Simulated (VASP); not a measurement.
# MgI2 (P-3m1) in VASP: a series of runs, part 2 of 3

VASP 6.6.1.

## (5) Single point, PBE

This run uses another cell than the first one, of the same volume but with other edges.

Contents of INCAR:

```
  ALGO = Normal
  EDIFF = 1E-7
  ENCUT = 520
  GGA = PE
  ISIF = 2
  ISMEAR = 0
  LASPH = T
  LCHARG = F
  LREAL = F
  LWAVE = F
  NBANDS = 15
  NELM = 80
  PREC = Accurate
  SIGMA = 0.05
```

Contents of KPOINTS:

```
k-points
0
Gamma
  6 6 4
```

Contents of POSCAR:

```
MgI2
1.0
    4.0238110365      0.0000000000      0.0000000000
   -2.0119055183      3.4847225777      0.0000000000
    0.0000000000      0.0000000000      7.3121625487
Mg I
1 2
Direct
    0.0000000000      0.0000000000      0.0000000000
    0.3333333333      0.6666666667      0.7576300000
    0.6666666667      0.3333333333      0.2423700000
```

Potentials or basis: VASP PAW PBE potentials, release 64 (Mg, I).

Started as:

```console
$ cat potpaw_PBE.64/Mg/POTCAR potpaw_PBE.64/I/POTCAR > POTCAR
$ mpirun -np 1 vasp_std > vasp.out
```

OUTCAR:

```text
EDIFF = 1E-7
   ENCUT = 520
   GGA = PE
   ISIF = 2
   ISMEAR = 0
   LASPH = T
   LREAL = F
   NELM = 80
   PREC = Accurate

 ion  position               nearest neighbor table
   1  0.000  0.000  0.000-   2 2.92   3 2.92   3 2.92   2 2.92   3 2.92   2 2.92
   2  0.333  0.667  0.758-   1 2.92   1 2.92   1 2.92
   3  0.667  0.333  0.242-   1 2.92   1 2.92   1 2.92

  LATTYP: Found a hexagonal cell.
 ALAT       =     4.0238110365
 C/A-ratio  =     1.8172231455

  Lattice vectors:

 A1 = (   4.0238110365,   0.0000000000,   0.0000000000)
 A2 = (  -2.0119055183,   3.4847225777,   0.0000000000)
 A3 = (   0.0000000000,   0.0000000000,   7.3121625487)

Analysis of symmetry for initial positions (statically):
=====================================================================
 Subroutine PRICEL returns:
 Original cell was already a primitive cell.

 Routine SETGRP: Setting up the symmetry group for a
 hexagonal supercell.

 Subroutine GETGRP returns: Found 12 space group operations
 (whereof 12 operations were pure point group operations)
 out of a pool of 24 trial point group operations.

The static configuration has the point symmetry D_3d.

Analysis of symmetry for dynamics (positions and initial velocities):
=====================================================================
 Subroutine PRICEL returns:
 Original cell was already a primitive cell.

 Routine SETGRP: Setting up the symmetry group for a
 hexagonal supercell.

 Subroutine GETGRP returns: Found 12 space group operations
 (whereof 12 operations were pure point group operations)
 out of a pool of 24 trial point group operations.

The dynamic configuration has the point symmetry D_3d.

 Subroutine INISYM returns: Found 12 space group operations
 (whereof 12 operations are pure point group operations),
 and found     1 'primitive' translations

----------------------------------------------------------------------------------------

                                     Primitive cell

  volume of cell :     102.5302

  direct lattice vectors                    reciprocal lattice vectors
     4.023811036  0.000000000  0.000000000     0.248520617  0.143483445  0.000000000
    -2.011905518  3.484722578  0.000000000     0.000000000  0.286966890  0.000000000
     0.000000000  0.000000000  7.312162549     0.000000000  0.000000000  0.136758448

  length of vectors
     4.023811036  4.023811037  7.312162549     0.286966890  0.286966890  0.136758448

  position of ions in fractional coordinates (direct lattice)
     0.000000000  0.000000000  0.000000000
     0.333333333  0.666666667  0.757630000
     0.666666667  0.333333333  0.242370000

  ion indices of the primitive-cell ions
   primitive index   ion index
                 1           1
                 2           2
                 3           3

----------------------------------------------------------------------------------------

 KPOINTS: k-points

Automatic generation of k-mesh.
[... 27 lines left out ...]
  0.166667  0.166667  0.000000      6.000000
  0.333333  0.166667  0.000000     12.000000
[... 16 lines left out ...]
  0.333333  0.166667  0.500000     12.000000
  0.333333  0.333333  0.500000      2.000000
   k-points           NKPTS =     24   k-points in BZ     NKDIM =     24   number of bands    NBANDS=     15
   number of dos      NEDOS =    301   number of ions     NIONS =      3
   total plane-waves  NPLWV =  48600
   dimension x,y,z NGX =    30 NGY =   30 NGZ =   54
   dimension x,y,z NGXF=    60 NGYF=   60 NGZF=  108
   ions per type =               1   2
   NGX,Y,Z   is equivalent  to a cutoff of  12.39, 12.39, 12.28 a.u.
   NGXF,Y,Z  is equivalent  to a cutoff of  24.79, 24.79, 24.55 a.u.
 SYSTEM =  unknown system
   PREC   = accura    normal or accurate (medium, high low for compatibility)
   ISTART =      0    job   : 0-new  1-cont  2-samecut
   ICHARG =      2    charge: 1-file 2-atom 10-const
   ISPIN  =      1    spin polarized calculation?
   LNONCOLLINEAR =      F non collinear calculations
   LSORBIT =      F    spin-orbit coupling
   LASPH  =      T    aspherical Exc in radial PAW
   ENCUT  =  520.0 eV  38.22 Ry    6.18 a.u.   7.48  7.48 13.60*2*pi/ulx,y,z
   NELM   =     80;   NELMIN=  2; NELMDL= -5     # of ELM steps
   EDIFF  = 0.1E-06   stopping-criterion for ELM
   LREAL  =      F    real-space projection
   EDIFFG = 0.1E-05   stopping-criterion for IOM
   NSW    =      0    number of steps for IOM
   IBRION =     -1    ionic relax: 0-MD 1-quasi-New 2-CG
   NFREE  =      0    steps in history (QN), initial steepest desc. (CG)
   ISIF   =      2    stress and relaxation
   ISYM   =      2    0-nonsym 1-usesym 2-fastsym
   POTIM  = 0.5000    time-step for ionic-motion
   TEBEG  =    0.0;   TEEND  =   0.0 temperature during run
   PSTRESS=    0.0 pullay stress
   NELECT =      16.0000    total number of electrons
   NUPDOWN=      -1.0000    fix difference up-down
   EMIN   =  10.00;   EMAX   =-10.00  energy-range for DOS
   EFERMI =   0.00;   METHOD = LEGACY
   ISMEAR =     0;   SIGMA  =   0.05  broadening in eV -4-tet -1-fermi 0-gaus
   EFERMI_NEDOS =   21; number of points for ismear=-14 and -15
   IALGO  =     38    algorithm
   IMIX   =      4    mixing-type and parameters
     AMIX     =   0.40;   BMIX     =  1.00
     AMIX_MAG =   1.60;   BMIX_MAG =  1.00
  volume/ion in A,a.u.               =      34.18       230.64
  Fermi-wavevector in a.u.,A,eV,Ry     =   0.881382  1.665571 10.569477  0.776835
  Thomas-Fermi vector in A             =   2.001871
   LORBIT       =      0    0 simple, 1 ext, 2 COOP (PROOUT), +10 PAW based schemes
   GGA     = PE    functional components
   LHFCALC =     F    Hartree Fock is set to
   AEXX    =    0.0000 exact exchange contribution
   IVDW    =     0    specifies the selected vdW correction
   LEPSILON=     F    determine dielectric tensor
   LRPA    =     F    only Hartree local field effects (RPA)
 non-spin polarized calculation
 Gauss-broadening in eV      SIGMA  =   0.05
  energy-cutoff  :      520.00
  volume of cell :      102.53
 maximum number of plane-waves:      2785
 NGX is ok and might be reduce to    30

 number of electron      15.9999999 magnetization

 Free energy of the ion-electron system (eV)
  ---------------------------------------------------
  ext. energy  EPLUGINS =         0.00000000
  ---------------------------------------------------
  free energy    TOTEN  =        -7.64191583 eV

  energy without entropy =       -7.64191583  energy(sigma->0) =       -7.64191583

 E-fermi :   2.7505     XC(G=0):  -8.2016

 val. band max:        2.4951244449   @ k =   0.0000   0.0000   0.0000
 cond. band min:       5.7900092438   @ k =   0.5000  -0.0000   0.5000
 fundamental gap:      3.2948847989
 Fermi energy:         2.7504511376

 k-point     1 :       0.0000    0.0000    0.0000
  band No.  band energies     occupation
      1      -9.7870      2.00000
      2      -9.2246      2.00000
      3      -1.3647      2.00000
      4       1.8660      2.00000
      5       2.2089      2.00000
      6       2.2089      2.00000
      7       2.4951      2.00000
      8       2.4951      2.00000
      9       6.0839      0.00000
     10       7.4787      0.00000
     11       9.2859      0.00000
     12       9.3983      0.00000
     13       9.3983      0.00000
     14      10.6953      0.00000
[... 401 lines left out ...]
      2      -8.8290      2.00000
      3      -0.8192      2.00000
      4      -0.3849      2.00000
      5      -0.3849      2.00000
      6       0.0093      2.00000
      7       1.5181      2.00000
      8       1.5181      2.00000
      9       6.8329      0.00000
     10       7.7334      0.00000
     11       7.7334      0.00000
     12       9.3342      0.00000
     13      11.1569      0.00000
     14      11.3422      0.00000
     15      11.5438      0.00000

------------------------ aborting loop because EDIFF is reached ----------------------------------------

  FORCE on cell =-STRESS in cart. coord.  units (eV):
  Direction    XX          YY          ZZ          XY          YZ          ZX
  --------------------------------------------------------------------------------------
  -------------------------------------------------------------------------------------
  Total        1.5123440      1.5123440     -0.4273102     -0.0000000     -0.0000000     -0.0000000
  in kB       23.6324932     23.6324932     -6.6773202     -0.0000000     -0.0000000     -0.0000000
  external PRESSURE =      13.5292221 kB  Pullay stress =       0.0000000 kB

 VOLUME and BASIS-vectors are now :
 -----------------------------------------------------------------------------
  energy-cutoff  :      520.00
  volume of cell :      102.53
      direct lattice vectors                 reciprocal lattice vectors
     4.023811036  0.000000000  0.000000000     0.248520617  0.143483445  0.000000000
    -2.011905518  3.484722578  0.000000000     0.000000000  0.286966890  0.000000000
     0.000000000  0.000000000  7.312162549     0.000000000  0.000000000  0.136758448

 POSITION                                       TOTAL-FORCE (eV/Angst)
 -----------------------------------------------------------------------------------
      0.00000      0.00000      0.00000        -0.000000      0.000000      0.000000
     -0.00000      2.32315      5.53991         0.000000     -0.000000      0.246515
      2.01191      1.16157      1.77225        -0.000000      0.000000     -0.246515
 -----------------------------------------------------------------------------------
    total drift:                                0.000000     -0.000000     -0.000000

  FREE ENERGIE OF THE ION-ELECTRON SYSTEM (eV)
  ---------------------------------------------------
  free  energy   TOTEN  =        -7.6419158264 eV

  energy  without entropy=       -7.6419158264  energy(sigma->0) =       -7.64191583
```

stdout:

```text
POSCAR found type information on POSCAR MgI
 POSCAR found :  2 types and       3 ions
 scaLAPACK will be used
 LDA part: xc-table for (Slater+PW92), standard interpolation
 POSCAR, INCAR and KPOINTS ok, starting setup
 FFT: planning ... GRIDC
 FFT: planning ... GRID_SOFT
 FFT: planning ... GRID
 WAVECAR not read
 entering main loop
```

It took 51 s on 1 thread of AMD EPYC 7R43 (Zen 3), shared host; peak memory 0.18 GiB.

Results:

* Free energy: -7.6419 eV
* Pressure: 1.4 GPa
* Largest force: 0.247 eV/Å
* Band gap on the k mesh: 3.29 eV, indirect (least direct gap 3.59 eV)

Forces on the atoms (eV/Å):
```
Mg   0.000  0.000  0.000
I    0.000  0.000  0.247
I    0.000  0.000 -0.247
```

Caveat: spin-orbit coupling is left out, which moves the levels of the heavy elements; this functional lacks dispersion, which binds the layers, so the pressure and a relaxed spacing across them are unreliable. A k mesh can miss the band edges.

[end of part 2 of 3]
